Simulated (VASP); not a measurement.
# Cs (Fd-3m) in VASP: notebook

The runs below take Cs through single point, with RPBE.

Program: VASP 6.6.1. These are calculated values, not measurements. Logs are shortened: lines on timing, memory, paths and dates and some standing lists are left out, and cuts for length are marked.

**1. The cell of the first run**

It takes space group Fd-3m (No. 227, cubic). Conventional cell: a = 11.899 Å, b = 11.899 Å, c = 11.899 Å, α = 90.00°, β = 90.00°, γ = 90.00°.

**2. Single point, RPBE**

INCAR reads:

```
SYSTEM = Cs
ALGO     = Normal         ! electronic algorithm
EDIFF    = 1E-6           ! SCF threshold, eV
ENCUT    = 520            ! plane-wave cutoff, eV
GGA      = RP             ! functional
ISIF     = 2              ! what is computed and relaxed
ISMEAR   = -1             ! smearing method
LASPH    = .True.         ! aspherical terms in the spheres
LCHARG   = .True.         ! write CHGCAR
LELF     = .True.         ! ELF
LREAL    = .False.        ! projectors in reciprocal space
LVHAR    = .True.       
LWAVE    = .False.        ! write WAVECAR
NBANDS   = 16             ! bands
NELM     = 60             ! most SCF steps
PREC     = Accurate       ! precision mode
SIGMA    = 0.1            ! smearing width, eV
```

KPOINTS reads:

```
k-points
0
Gamma
  5 5 5
  0 0 0
```

POSCAR reads:

```
Cs
1.0
    0.0000000000      5.9497129522      5.9497129522
    5.9497129522      0.0000000000      5.9497129522
    5.9497129522      5.9497129522      0.0000000000
Cs
2
Direct
    0.1250000000      0.1250000000      0.1250000000
    0.8750000000      0.8750000000      0.8750000000
```

Potentials or basis: VASP PAW PBE potentials, release 64 (Cs_sv).

Launch:

```sh
$ cat potpaw_PBE.64/Cs_sv/POTCAR > POTCAR
$ mpirun -np 1 vasp_std > vasp.out
```

OUTCAR:

```text
SYSTEM = Cs
   EDIFF = 1E-6
   ENCUT = 520
   GGA = RP
   ISIF = 2
   ISMEAR = -1
   LASPH = .True.
   LREAL = .False.
   NELM = 60
   PREC = Accurate

 ion  position               nearest neighbor table
   1  0.125  0.125  0.125-
   2  0.875  0.875  0.875-

  LATTYP: Found a face centered cubic cell.
 ALAT       =    11.8994259044

  Lattice vectors:

 A1 = (   0.0000000000,   5.9497129522,   5.9497129522)
 A2 = (   5.9497129522,   0.0000000000,   5.9497129522)
 A3 = (   5.9497129522,   5.9497129522,   0.0000000000)

Analysis of symmetry for initial positions (statically):
=====================================================================
 Subroutine PRICEL returns:
 Original cell was already a primitive cell.

 Routine SETGRP: Setting up the symmetry group for a
 face centered cubic supercell.

 Subroutine GETGRP returns: Found 48 space group operations
 (whereof 12 operations were pure point group operations)
 out of a pool of 48 trial point group operations.

The static configuration has the point symmetry D_3d.
 The point group associated with its full space group is O_h .

Analysis of symmetry for dynamics (positions and initial velocities):
=====================================================================
 Subroutine PRICEL returns:
 Original cell was already a primitive cell.

 Routine SETGRP: Setting up the symmetry group for a
 face centered cubic supercell.

 Subroutine GETGRP returns: Found 48 space group operations
 (whereof 12 operations were pure point group operations)
 out of a pool of 48 trial point group operations.

The dynamic configuration has the point symmetry D_3d.
 The point group associated with its full space group is O_h .

 Subroutine INISYM returns: Found 48 space group operations
 (whereof 12 operations are pure point group operations),
 and found     1 'primitive' translations

----------------------------------------------------------------------------------------

                                     Primitive cell

  volume of cell :     421.2288

  direct lattice vectors                    reciprocal lattice vectors
     0.000000000  5.949712952  5.949712952    -0.084037668  0.084037668  0.084037668
     5.949712952  0.000000000  5.949712952     0.084037668 -0.084037668  0.084037668
     5.949712952  5.949712952  0.000000000     0.084037668  0.084037668 -0.084037668

  length of vectors
     8.414164749  8.414164749  8.414164749     0.145557510  0.145557510  0.145557510

  position of ions in fractional coordinates (direct lattice)
     0.125000000  0.125000000  0.125000000
     0.875000000  0.875000000  0.875000000

  ion indices of the primitive-cell ions
   primitive index   ion index
                 1           1
                 2           2

----------------------------------------------------------------------------------------

 KPOINTS: k-points

Automatic generation of k-mesh.
 Grid dimensions read from file:
 generate k-points for:    5    5    5

 Generating k-lattice:

  Cartesian coordinates                     Fractional coordinates (reciprocal lattice)
    -0.016807534  0.016807534  0.016807534     0.200000000  0.000000000  0.000000000
     0.016807534 -0.016807534  0.016807534     0.000000000  0.200000000  0.000000000
     0.016807534  0.016807534 -0.016807534     0.000000000  0.000000000  0.200000000

  Length of vectors
     0.029111502  0.029111502  0.029111502

  Shift w.r.t. Gamma in fractional coordinates (k-lattice)
     0.000000000  0.000000000  0.000000000

 Subroutine IBZKPT returns following result:
 ===========================================

 Found     10 irreducible k-points:

 Following reciprocal coordinates:
            Coordinates               Weight
  0.000000  0.000000  0.000000      1.000000
  0.200000  0.000000  0.000000      8.000000
  0.400000  0.000000  0.000000      8.000000
  0.200000  0.200000  0.000000      6.000000
  0.400000  0.200000  0.000000     24.000000
 -0.400000  0.200000  0.000000     24.000000
 -0.200000  0.200000  0.000000     12.000000
  0.400000  0.400000  0.000000      6.000000
 -0.400000  0.400000  0.000000     12.000000
 -0.400000  0.400000  0.200000     24.000000
   k-points           NKPTS =     10   k-points in BZ     NKDIM =     10   number of bands    NBANDS=     16
   number of dos      NEDOS =    301   number of ions     NIONS =      2
   total plane-waves  NPLWV = 262144
   dimension x,y,z NGX =    64 NGY =   64 NGZ =   64
   dimension x,y,z NGXF=   128 NGYF=  128 NGZF=  128
   ions per type =               2
   NGX,Y,Z   is equivalent  to a cutoff of  12.65, 12.65, 12.65 a.u.
   NGXF,Y,Z  is equivalent  to a cutoff of  25.29, 25.29, 25.29 a.u.
 SYSTEM =  Cs
   PREC   = accura    normal or accurate (medium, high low for compatibility)
   ISTART =      0    job   : 0-new  1-cont  2-samecut
   ICHARG =      2    charge: 1-file 2-atom 10-const
   ISPIN  =      1    spin polarized calculation?
   LNONCOLLINEAR =      F non collinear calculations
   LSORBIT =      F    spin-orbit coupling
   LASPH  =      T    aspherical Exc in radial PAW
   ENCUT  =  520.0 eV  38.22 Ry    6.18 a.u.  15.64 15.64 15.64*2*pi/ulx,y,z
   NELM   =     60;   NELMIN=  2; NELMDL= -5     # of ELM steps
   EDIFF  = 0.1E-05   stopping-criterion for ELM
   LREAL  =      F    real-space projection
   EDIFFG = 0.1E-04   stopping-criterion for IOM
   NSW    =      0    number of steps for IOM
   IBRION =     -1    ionic relax: 0-MD 1-quasi-New 2-CG
   NFREE  =      0    steps in history (QN), initial steepest desc. (CG)
   ISIF   =      2    stress and relaxation
   ISYM   =      2    0-nonsym 1-usesym 2-fastsym
   POTIM  = 0.5000    time-step for ionic-motion
   TEBEG  =    0.0;   TEEND  =   0.0 temperature during run
   PSTRESS=    0.0 pullay stress
   NELECT =      18.0000    total number of electrons
   NUPDOWN=      -1.0000    fix difference up-down
   EMIN   =  10.00;   EMAX   =-10.00  energy-range for DOS
   EFERMI =   0.00;   METHOD = LEGACY
   ISMEAR =    -1;   SIGMA  =   0.10  broadening in eV -4-tet -1-fermi 0-gaus
   EFERMI_NEDOS =   21; number of points for ismear=-14 and -15
   IALGO  =     38    algorithm
   IMIX   =      4    mixing-type and parameters
     AMIX     =   0.40;   BMIX     =  1.00
     AMIX_MAG =   1.60;   BMIX_MAG =  1.00
  volume/ion in A,a.u.               =     210.61      1421.30
  Fermi-wavevector in a.u.,A,eV,Ry     =   0.572347  1.081580  4.457016  0.327581
  Thomas-Fermi vector in A             =   1.613183
   LORBIT       =      0    0 simple, 1 ext, 2 COOP (PROOUT), +10 PAW based schemes
   GGA     = RP    functional components
   LHFCALC =     F    Hartree Fock is set to
   AEXX    =    0.0000 exact exchange contribution
   IVDW    =     0    specifies the selected vdW correction
   LEPSILON=     F    determine dielectric tensor
   LRPA    =     F    only Hartree local field effects (RPA)
 non-spin polarized calculation
  energy-cutoff  :      520.00
  volume of cell :      421.23
 maximum number of plane-waves:     11393
   NGX = 31   NGY = 31   NGZ = 31

 number of electron      17.9999997 magnetization

 Free energy of the ion-electron system (eV)
  ---------------------------------------------------
  ext. energy  EPLUGINS =         0.00000000
  ---------------------------------------------------
  free energy    TOTEN  =        -1.03824470 eV

  energy without entropy =       -0.96946010  energy(sigma->0) =       -1.00385240

 E-fermi :  -0.5076     XC(G=0):  -3.8797

 val. band max:       -0.5248222508   @ k =  -0.4000   0.4000   0.0000
 cond. band min:      -0.3991332995   @ k =  -0.4000   0.4000   0.0000
 fundamental gap:      0.1256889512
 Fermi energy:        -0.5076009403

 k-point     1 :       0.0000    0.0000    0.0000
  band No.  band energies     occupation
      1     -24.9017      2.00000
      2     -24.8930      2.00000
      3     -11.7398      2.00000
      4     -11.7398      2.00000
      5     -11.7398      2.00000
      6     -11.6783      2.00000
[... 8 lines left out ...]
     15       1.1667      0.00000
     16       1.1667      0.00000

 k-point     2 :       0.2000    0.0000    0.0000
  band No.  band energies     occupation
      1     -24.9011      2.00000
      2     -24.8936      2.00000
      3     -11.7419      2.00000
      4     -11.7419      2.00000
      5     -11.7388      2.00000
      6     -11.6797      2.00000
[... 8 lines left out ...]
     15       0.9973      0.00000
     16       1.2155      0.00000

 k-point     3 :       0.4000    0.0000    0.0000
  band No.  band energies     occupation
      1     -24.8998      2.00000
      2     -24.8949      2.00000
      3     -11.7452      2.00000
      4     -11.7452      2.00000
      5     -11.7370      2.00000
      6     -11.6820      2.00000
[... 8 lines left out ...]
     15       1.0497      0.00000
     16       1.3738      0.00000

 k-point     4 :       0.2000    0.2000    0.0000
  band No.  band energies     occupation
      1     -24.9009      2.00000
      2     -24.8939      2.00000
      3     -11.7443      2.00000
      4     -11.7443      2.00000
      5     -11.7341      2.00000
      6     -11.6844      2.00000
[... 8 lines left out ...]
     15       1.0266      0.00000
     16       1.2313      0.00000

 k-point     5 :       0.4000    0.2000    0.0000
  band No.  band energies     occupation
      1     -24.8997      2.00000
      2     -24.8950      2.00000
      3     -11.7484      2.00000
      4     -11.7474      2.00000
      5     -11.7288      2.00000
      6     -11.6901      2.00000
[... 8 lines left out ...]
     15       1.1031      0.00000
     16       1.3486      0.00000

 k-point     6 :      -0.4000    0.2000    0.0000
  band No.  band energies     occupation
      1     -24.8990      2.00000
      2     -24.8957      2.00000
      3     -11.7507      2.00000
      4     -11.7472      2.00000
      5     -11.7274      2.00000
      6     -11.6915      2.00000
[... 8 lines left out ...]
     15       1.1029      0.00000
     16       1.4188      0.00000

 k-point     7 :      -0.2000    0.2000    0.0000
  band No.  band energies     occupation
      1     -24.9002      2.00000
      2     -24.8945      2.00000
      3     -11.7478      2.00000
      4     -11.7439      2.00000
      5     -11.7333      2.00000
      6     -11.6854      2.00000
[... 8 lines left out ...]
     15       1.0573      0.00000
     16       1.2651      0.00000

 k-point     8 :       0.4000    0.4000    0.0000
  band No.  band energies     occupation
      1     -24.8987      2.00000
      2     -24.8960      2.00000
      3     -11.7506      2.00000
      4     -11.7506      2.00000
      5     -11.7191      2.00000
      6     -11.7001      2.00000
[... 8 lines left out ...]
     15       1.2948      0.00000
     16       1.2948      0.00000

 k-point     9 :      -0.4000    0.4000    0.0000
  band No.  band energies     occupation
      1     -24.8978      2.00000
      2     -24.8970      2.00000
      3     -11.7525      2.00000
      4     -11.7505      2.00000
      5     -11.7144      2.00000
      6     -11.7048      2.00000
[... 8 lines left out ...]
     15       1.1626      0.00000
     16       1.4145      0.00000

 k-point    10 :      -0.4000    0.4000    0.2000
  band No.  band energies     occupation
      1     -24.8985      2.00000
      2     -24.8963      2.00000
      3     -11.7519      2.00000
      4     -11.7498      2.00000
      5     -11.7192      2.00000
      6     -11.6998      2.00000
[... 8 lines left out ...]
     15       1.1069      0.00000
     16       1.2700      0.00000

------------------------ aborting loop because EDIFF is reached ----------------------------------------

  FORCE on cell =-STRESS in cart. coord.  units (eV):
  Direction    XX          YY          ZZ          XY          YZ          ZX
  --------------------------------------------------------------------------------------
  -------------------------------------------------------------------------------------
  Total        0.0319218      0.0319218      0.0319218     -0.0000000      0.0000000      0.0000000
  in kB        0.1214170      0.1214170      0.1214170     -0.0000000      0.0000000      0.0000000
  external PRESSURE =       0.1214170 kB  Pullay stress =       0.0000000 kB

 VOLUME and BASIS-vectors are now :
 -----------------------------------------------------------------------------
  energy-cutoff  :      520.00
  volume of cell :      421.23
      direct lattice vectors                 reciprocal lattice vectors
     0.000000000  5.949712952  5.949712952    -0.084037668  0.084037668  0.084037668
     5.949712952  0.000000000  5.949712952     0.084037668 -0.084037668  0.084037668
     5.949712952  5.949712952  0.000000000     0.084037668  0.084037668 -0.084037668

 POSITION                                       TOTAL-FORCE (eV/Angst)
 -----------------------------------------------------------------------------------
      1.48743      1.48743      1.48743         0.000000     -0.000000     -0.000000
     10.41200     10.41200     10.41200        -0.000000      0.000000      0.000000
 -----------------------------------------------------------------------------------
    total drift:                                0.000000      0.000000      0.000000

  FREE ENERGIE OF THE ION-ELECTRON SYSTEM (eV)
  ---------------------------------------------------
  free  energy   TOTEN  =        -1.0382446985 eV

  energy  without entropy=       -0.9694600951  energy(sigma->0) =       -1.00385240
```

Wall time 64 s (1 thread of AMD EPYC 9R45 (Zen 5), shared host); peak memory 0.52 GiB.

Results:

```
Free energy            : -1.0382 eV
Pressure               : 0.0 GPa
Band gap on the k mesh : 0.13 eV, direct
```

Levels at points of the mesh, in eV from the valence-band top:
| k point | band 6 | band 7 | band 8 | band 9 | band 10 | band 11 | band 12 | band 13 |
| --- | --- | --- | --- | --- | --- | --- | --- | --- |
| (0.00, 0.00, 0.00) | -11.15 | -11.15 | -11.15 | -1.12 | 1.37 | 1.37 | 1.37 | 1.42 |

Caveat: the PAW data sets were made with another functional, which shifts forces and pressure a little; spin-orbit coupling is left out, which moves the levels of the heavy elements.

**3. Single point, RPBE**

INCAR reads:

```
PREC = Accurate
ENCUT = 520
EDIFF = 1E-6
ISMEAR = -1
SIGMA = 0.1
LREAL = F
LASPH = T
NELM = 100
ALGO = Normal
ISIF = 2
LWAVE = F
LCHARG = T
GGA = RP
LELF = T
LVHAR = T
NBANDS = 16
```

KPOINTS reads:

```
Automatic mesh
0
Gamma
  5 5 5
```

POSCAR is that of step 2.

Potentials or basis: VASP PAW PBE potentials, release 64 (Cs_sv).

Launch:

```sh
$ cat potpaw_PBE.64/Cs_sv/POTCAR > POTCAR
$ mpirun -np 1 vasp_std > vasp.out
```

It took 66 s on 1 thread of AMD EPYC 9R45 (Zen 5), shared host; peak memory 0.52 GiB.

It converged, with:

```
Free energy            : -1.0382 eV
Pressure               : 0.0 GPa
Band gap on the k mesh : 0.13 eV, direct
```

Levels at points of the mesh, in eV from the valence-band top:
```
           k point  band 6  band 7  band 8  band 9  band 10  band 11  band 12  band 13
(0.00, 0.00, 0.00)  -11.15  -11.15  -11.15   -1.12     1.37     1.37     1.37     1.42
```

Caveat: the PAW data sets were made with another functional, which shifts forces and pressure a little; spin-orbit coupling is left out, which moves the levels of the heavy elements. A k mesh can miss the band edges.

**4. Single point, RPBE (volume scaled by 1.04)**

INCAR reads:

```
SYSTEM = Cs
PREC = Accurate
ENCUT = 520
EDIFF = 1E-6
ISMEAR = -1
SIGMA = 0.1
LREAL = .False.
LASPH = .True.
NELM = 100
ALGO = Normal
ISIF = 2
LWAVE = .False.
LCHARG = .True.
GGA = RP
LELF = .True.
LVHAR = .True.
NBANDS = 16
```

KPOINTS reads:

```
Automatic mesh
0
Gamma
  5 5 5
  0 0 0
```

POSCAR reads:

```
Cs
1.0
    0.0000000000      6.0280076276      6.0280076276
    6.0280076276      0.0000000000      6.0280076276
    6.0280076276      6.0280076276      0.0000000000
Cs
2
Direct
    0.1250000000      0.1250000000      0.1250000000
    0.8750000000      0.8750000000      0.8750000000
```

Launch:

```sh
$ cat potpaw_PBE.64/Cs_sv/POTCAR > POTCAR
$ mpirun -np 1 vasp_std > vasp.out
```

Wall time 66 s (1 thread of AMD EPYC 9R45 (Zen 5), shared host); peak memory 0.52 GiB.

It converged, with:

```yaml
Free_energy: -1.0389 eV
Pressure: 0.0 GPa
Band_gap_on_the_k_mesh: 0.13 eV, direct
```

Levels at points of the mesh, in eV from the valence-band top:
| k point | band 5 | band 6 | band 7 | band 8 | band 9 | band 10 | band 11 | band 12 | band 13 | band 14 |
| --- | --- | --- | --- | --- | --- | --- | --- | --- | --- | --- |
| (0.00, 0.00, 0.00) | -11.20 | -11.14 | -11.14 | -11.14 | -1.08 | 1.37 | 1.37 | 1.37 | 1.43 | 1.43 |

Caveat: the PAW data sets were made with another functional, which shifts forces and pressure a little; spin-orbit coupling is left out, which moves the levels of the heavy elements. A k mesh can miss the band edges.
